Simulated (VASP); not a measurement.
# TiIn2H6 (Fm-3m) in VASP: notebook

The runs below take TiIn2H6 through single point, relaxation of cell and atoms, with PBE.

Everything below comes from runs of VASP 6.6.1. Logs are shortened: lines on timing, memory, paths and dates and some standing lists are left out, and cuts for length are marked.

## (1) The cell of the first run

It takes space group Fm-3m (No. 225, cubic). The conventional cell has a = 7.185 Å, b = 7.185 Å, c = 7.185 Å, α = 90.00°, β = 90.00°, γ = 90.00°. Within 2.4 Å of Ti (site symmetry m-3m) lie 6 H at 1.82 Å. In (site symmetry -43m) has 12 H at 2.54 Å and 4 Ti at 3.11 Å within 3.4 Å. H (site symmetry 4mm) has 1 Ti at 1.82 Å within 2.4 Å.

## (2) Single point, PBE

The input, INCAR:

```
ALGO = Normal
EDIFF = 1E-6
ENCUT = 520
GGA = PE
ISIF = 2
ISMEAR = 0
LASPH = True
LCHARG = False
LREAL = False
LWAVE = False
NBANDS = 32
NELM = 100
PREC = Accurate
SIGMA = 0.1
```

The input, KPOINTS:

```
k-points
0
Gamma
  10 10 10
```

The input, POSCAR:

```
TiIn2H6
1.0
    0.0000000000      3.5924364149      3.5924364149
    3.5924364149      0.0000000000      3.5924364149
    3.5924364149      3.5924364149      0.0000000000
Ti In H
1 2 6
Direct
    0.0000000000      0.0000000000      0.0000000000
    0.2500000000      0.2500000000      0.2500000000
    0.7500000000      0.7500000000      0.7500000000
    0.7468684839      0.2531315161      0.2531315161
    0.2531315161      0.7468684839      0.2531315161
    0.2531315161      0.2531315161      0.7468684839
    0.2531315161      0.7468684839      0.7468684839
    0.7468684839      0.2531315161      0.7468684839
    0.7468684839      0.7468684839      0.2531315161
```

Potentials or basis: VASP PAW PBE potentials, release 64 (Ti_sv, In_d, H).

The run is started by

```sh
$ cat potpaw_PBE.64/Ti_sv/POTCAR potpaw_PBE.64/In_d/POTCAR potpaw_PBE.64/H/POTCAR > POTCAR
$ mpirun -np 1 vasp_std > vasp.out
```

OUTCAR:

```text
EDIFF = 1E-6
   ENCUT = 520
   GGA = PE
   ISIF = 2
   ISMEAR = 0
   LASPH = True
   LREAL = False
   NELM = 100
   PREC = Accurate

 ion  position               nearest neighbor table
   1  0.000  0.000  0.000-   4 1.82   5 1.82   6 1.82   7 1.82   8 1.82   9 1.82   3 3.11   3 3.11
                             2 3.11   3 3.11   3 3.11   2 3.11   2 3.11   2 3.11
   2  0.250  0.250  0.250-   1 3.11   1 3.11   1 3.11   1 3.11   3 3.59   3 3.59   3 3.59   3 3.59
                             3 3.59   3 3.59
   3  0.750  0.750  0.750-   1 3.11   1 3.11   1 3.11   1 3.11   2 3.59   2 3.59   2 3.59   2 3.59
                             2 3.59   2 3.59
   4  0.747  0.253  0.253-   1 1.82
   5  0.253  0.747  0.253-   1 1.82
   6  0.253  0.253  0.747-   1 1.82
   7  0.253  0.747  0.747-   1 1.82
   8  0.747  0.253  0.747-   1 1.82
   9  0.747  0.747  0.253-   1 1.82

  LATTYP: Found a face centered cubic cell.
 ALAT       =     7.1848728298

  Lattice vectors:

 A1 = (   0.0000000000,   3.5924364149,   3.5924364149)
 A2 = (   3.5924364149,   0.0000000000,   3.5924364149)
 A3 = (   3.5924364149,   3.5924364149,   0.0000000000)

Analysis of symmetry for initial positions (statically):
=====================================================================
 Subroutine PRICEL returns:
 Original cell was already a primitive cell.

 Routine SETGRP: Setting up the symmetry group for a
 face centered cubic supercell.

 Subroutine GETGRP returns: Found 48 space group operations
 (whereof 48 operations were pure point group operations)
 out of a pool of 48 trial point group operations.

The static configuration has the point symmetry O_h .

Analysis of symmetry for dynamics (positions and initial velocities):
=====================================================================
 Subroutine PRICEL returns:
 Original cell was already a primitive cell.

 Routine SETGRP: Setting up the symmetry group for a
 face centered cubic supercell.

 Subroutine GETGRP returns: Found 48 space group operations
 (whereof 48 operations were pure point group operations)
 out of a pool of 48 trial point group operations.

The dynamic configuration has the point symmetry O_h .

 Subroutine INISYM returns: Found 48 space group operations
 (whereof 48 operations are pure point group operations),
 and found     1 'primitive' translations

----------------------------------------------------------------------------------------

                                     Primitive cell

  volume of cell :      92.7251

  direct lattice vectors                    reciprocal lattice vectors
     0.000000000  3.592436415  3.592436415    -0.139181308  0.139181308  0.139181308
     3.592436415  0.000000000  3.592436415     0.139181308 -0.139181308  0.139181308
     3.592436415  3.592436415  0.000000000     0.139181308  0.139181308 -0.139181308

  length of vectors
     5.080472300  5.080472300  5.080472300     0.241069097  0.241069097  0.241069097

  position of ions in fractional coordinates (direct lattice)
     0.000000000  0.000000000  0.000000000
     0.250000000  0.250000000  0.250000000
     0.750000000  0.750000000  0.750000000
     0.746868484  0.253131516  0.253131516
     0.253131516  0.746868484  0.253131516
     0.253131516  0.253131516  0.746868484
     0.253131516  0.746868484  0.746868484
     0.746868484  0.253131516  0.746868484
     0.746868484  0.746868484  0.253131516

  ion indices of the primitive-cell ions
   primitive index   ion index
                 1           1
                 2           2
                 3           3
                 4           4
                 5           5
                 6           6
                 7           7
                 8           8
                 9           9

----------------------------------------------------------------------------------------

 KPOINTS: k-points

Automatic generation of k-mesh.
 Grid dimensions read from file:
 generate k-points for:   10   10   10

 Generating k-lattice:

  Cartesian coordinates                     Fractional coordinates (reciprocal lattice)
    -0.013918131  0.013918131  0.013918131     0.100000000  0.000000000  0.000000000
     0.013918131 -0.013918131  0.013918131     0.000000000  0.100000000  0.000000000
     0.013918131  0.013918131 -0.013918131     0.000000000  0.000000000  0.100000000

  Length of vectors
     0.024106910  0.024106910  0.024106910

  Shift w.r.t. Gamma in fractional coordinates (k-lattice)
     0.000000000  0.000000000  0.000000000

 Subroutine IBZKPT returns following result:
 ===========================================

 Found     47 irreducible k-points:

 Following reciprocal coordinates:
            Coordinates               Weight
  0.000000  0.000000  0.000000      1.000000
  0.100000  0.000000  0.000000      8.000000
  0.200000  0.000000  0.000000      8.000000
  0.300000  0.000000  0.000000      8.000000
  0.400000  0.000000  0.000000      8.000000
  0.500000  0.000000  0.000000      4.000000
[... 16 lines left out ...]
  0.300000  0.300000  0.000000      6.000000
  0.400000  0.300000  0.000000     24.000000
 [... further k-points ...]
   k-points           NKPTS =     47   k-points in BZ     NKDIM =     47   number of bands    NBANDS=     32
   number of dos      NEDOS =    301   number of ions     NIONS =      9
   total plane-waves  NPLWV =  64000
   dimension x,y,z NGX =    40 NGY =   40 NGZ =   40
   dimension x,y,z NGXF=    80 NGYF=   80 NGZF=   80
   ions per type =               1   2   6
   NGX,Y,Z   is equivalent  to a cutoff of  13.09, 13.09, 13.09 a.u.
   NGXF,Y,Z  is equivalent  to a cutoff of  26.18, 26.18, 26.18 a.u.
 SYSTEM =  unknown system
   PREC   = accura    normal or accurate (medium, high low for compatibility)
   ISTART =      0    job   : 0-new  1-cont  2-samecut
   ICHARG =      2    charge: 1-file 2-atom 10-const
   ISPIN  =      1    spin polarized calculation?
   LNONCOLLINEAR =      F non collinear calculations
   LSORBIT =      F    spin-orbit coupling
   LASPH  =      T    aspherical Exc in radial PAW
   ENCUT  =  520.0 eV  38.22 Ry    6.18 a.u.   9.45  9.45  9.45*2*pi/ulx,y,z
   NELM   =    100;   NELMIN=  2; NELMDL= -5     # of ELM steps
   EDIFF  = 0.1E-05   stopping-criterion for ELM
   LREAL  =      F    real-space projection
   EDIFFG = 0.1E-04   stopping-criterion for IOM
   NSW    =      0    number of steps for IOM
   IBRION =     -1    ionic relax: 0-MD 1-quasi-New 2-CG
   NFREE  =      0    steps in history (QN), initial steepest desc. (CG)
   ISIF   =      2    stress and relaxation
   ISYM   =      2    0-nonsym 1-usesym 2-fastsym
   POTIM  = 0.5000    time-step for ionic-motion
   TEBEG  =    0.0;   TEEND  =   0.0 temperature during run
   PSTRESS=    0.0 pullay stress
   NELECT =      44.0000    total number of electrons
   NUPDOWN=      -1.0000    fix difference up-down
   EMIN   =  10.00;   EMAX   =-10.00  energy-range for DOS
   EFERMI =   0.00;   METHOD = LEGACY
   ISMEAR =     0;   SIGMA  =   0.10  broadening in eV -4-tet -1-fermi 0-gaus
   EFERMI_NEDOS =   21; number of points for ismear=-14 and -15
   IALGO  =     38    algorithm
   IMIX   =      4    mixing-type and parameters
     AMIX     =   0.40;   BMIX     =  1.00
     AMIX_MAG =   1.60;   BMIX_MAG =  1.00
  volume/ion in A,a.u.               =      10.30        69.53
  Fermi-wavevector in a.u.,A,eV,Ry     =   1.276909  2.413008 22.184255  1.630497
  Thomas-Fermi vector in A             =   2.409539
   LORBIT       =      0    0 simple, 1 ext, 2 COOP (PROOUT), +10 PAW based schemes
   GGA     = PE    functional components
   LHFCALC =     F    Hartree Fock is set to
   AEXX    =    0.0000 exact exchange contribution
   IVDW    =     0    specifies the selected vdW correction
   LEPSILON=     F    determine dielectric tensor
   LRPA    =     F    only Hartree local field effects (RPA)
 non-spin polarized calculation
 Gauss-broadening in eV      SIGMA  =   0.10
  energy-cutoff  :      520.00
  volume of cell :       92.73
 maximum number of plane-waves:      2525
 NGX is ok and might be reduce to    40
   NGX = 19   NGY = 19   NGZ = 19

 number of electron      43.9999989 magnetization

 Free energy of the ion-electron system (eV)
  ---------------------------------------------------
  ext. energy  EPLUGINS =         0.00000000
  ---------------------------------------------------
  free energy    TOTEN  =       -31.43537637 eV

  energy without entropy =      -31.42235766  energy(sigma->0) =      -31.42886702

 E-fermi :   5.4005     XC(G=0): -10.2483

 val. band max:        5.3819663751   @ k =   0.4000   0.2000   0.0000
 cond. band min:       5.4101179984   @ k =   0.1000   0.1000   0.0000
 fundamental gap:      0.0281516232
 Fermi energy:         5.4004711738

 k-point     1 :       0.0000    0.0000    0.0000
  band No.  band energies     occupation
      1     -51.2388      2.00000
      2     -27.5239      2.00000
      3     -27.5239      2.00000
      4     -27.5239      2.00000
      5      -8.9675      2.00000
      6      -8.9675      2.00000
[... 24 lines left out ...]
     31       9.3641      0.00000
     32      10.5943      0.00000

 k-point     2 :       0.1000    0.0000    0.0000
  band No.  band energies     occupation
      1     -51.2388      2.00000
      2     -27.5240      2.00000
      3     -27.5239      2.00000
      4     -27.5239      2.00000
      5      -8.9602      2.00000
      6      -8.9602      2.00000
[... 24 lines left out ...]
     31      10.1600      0.00000
     32      10.8308      0.00000

 k-point     3 :       0.2000    0.0000    0.0000
  band No.  band energies     occupation
      1     -51.2388      2.00000
      2     -27.5243      2.00000
      3     -27.5239      2.00000
      4     -27.5239      2.00000
      5      -8.9393      2.00000
      6      -8.9393      2.00000
[... 24 lines left out ...]
     31      11.3583      0.00000
     32      11.5649      0.00000

 k-point     4 :       0.3000    0.0000    0.0000
  band No.  band energies     occupation
      1     -51.2388      2.00000
      2     -27.5247      2.00000
      3     -27.5239      2.00000
      4     -27.5239      2.00000
      5      -8.9070      2.00000
      6      -8.9070      2.00000
[... 24 lines left out ...]
     31      12.0065      0.00000
     32      12.0065      0.00000

 k-point     5 :       0.4000    0.0000    0.0000
  band No.  band energies     occupation
      1     -51.2388      2.00000
      2     -27.5250      2.00000
      3     -27.5240      2.00000
      4     -27.5240      2.00000
      5      -8.8669      2.00000
      6      -8.8669      2.00000
[... 584 lines left out ...]
     31      12.0066      0.00000
     32      12.0267      0.00000

 k-point    22 :      -0.2000    0.2000    0.0000
  band No.  band energies     occupation
      1     -51.2388      2.00000
      2     -27.5247      2.00000
      3     -27.5242      2.00000
      4     -27.5239      2.00000
      5      -8.9260      2.00000
      6      -8.8958      2.00000
[... 24 lines left out ...]
     31      11.2616      0.00000
     32      12.1072      0.00000

 k-point    23 :       0.3000    0.3000    0.0000
  band No.  band energies     occupation
      1     -51.2388      2.00000
      2     -27.5247      2.00000
      3     -27.5241      2.00000
      4     -27.5241      2.00000
      5      -8.9471      2.00000
      6      -8.9353      2.00000
[... 24 lines left out ...]
     31      11.1118      0.00000
     32      11.1118      0.00000

 k-point    24 :       0.4000    0.3000    0.0000
  band No.  band energies     occupation
      1     -51.2387      2.00000
      2     -27.5249      2.00000
      3     -27.5242      2.00000
      4     -27.5242      2.00000
      5      -8.9368      2.00000
      6      -8.9335      2.00000
[... 24 lines left out ...]
     31      11.6797      0.00000
     32      11.7788      0.00000

 [... further k-points ...]
[... 5 lines left out ...]
  --------------------------------------------------------------------------------------
  -------------------------------------------------------------------------------------
  Total       -0.0785690     -0.0785690     -0.0785690      0.0000000      0.0000000     -0.0000000
  in kB       -1.3575766     -1.3575766     -1.3575766      0.0000000      0.0000000     -0.0000000
  external PRESSURE =      -1.3575766 kB  Pullay stress =       0.0000000 kB

 VOLUME and BASIS-vectors are now :
 -----------------------------------------------------------------------------
  energy-cutoff  :      520.00
  volume of cell :       92.73
      direct lattice vectors                 reciprocal lattice vectors
     0.000000000  3.592436415  3.592436415    -0.139181308  0.139181308  0.139181308
     3.592436415  0.000000000  3.592436415     0.139181308 -0.139181308  0.139181308
     3.592436415  3.592436415  0.000000000     0.139181308  0.139181308 -0.139181308

 POSITION                                       TOTAL-FORCE (eV/Angst)
 -----------------------------------------------------------------------------------
      0.00000      0.00000      0.00000        -0.000000      0.000000      0.000000
      1.79622      1.79622      1.79622        -0.000000      0.000000      0.000000
      5.38865      5.38865      5.38865        -0.000000     -0.000000     -0.000000
      1.81872      3.59244      3.59244        -0.000171      0.000000      0.000000
      3.59244      1.81872      3.59244        -0.000000     -0.000171      0.000000
      3.59244      3.59244      1.81872        -0.000000      0.000000     -0.000171
      5.36616      3.59244      3.59244         0.000171      0.000000      0.000000
      3.59244      5.36616      3.59244        -0.000000      0.000171      0.000000
      3.59244      3.59244      5.36616        -0.000000      0.000000      0.000171
 -----------------------------------------------------------------------------------
    total drift:                               -0.000000     -0.000000      0.000000

  FREE ENERGIE OF THE ION-ELECTRON SYSTEM (eV)
  ---------------------------------------------------
  free  energy   TOTEN  =       -31.4353763728 eV

  energy  without entropy=      -31.4223576605  energy(sigma->0) =      -31.42886702
```

Run time: 2.9 min. Hardware: 1 thread of Intel Xeon Platinum 8375C at 2.90GHz (Ice Lake), shared host; peak memory 0.31 GiB.

Results:

| Quantity | Value |
| --- | --- |
| Free energy | -31.4354 eV |
| Pressure | -0.1 GPa |
| Band gap on the k mesh | zero (bands 22 and 23 overlap by 1.96 eV) |

Caveat: spin-orbit coupling is left out, which moves the levels of the heavy elements.

[end of part 1 of 2]

The gap in the log of VASP goes by the Fermi energy; the results here count the filled bands.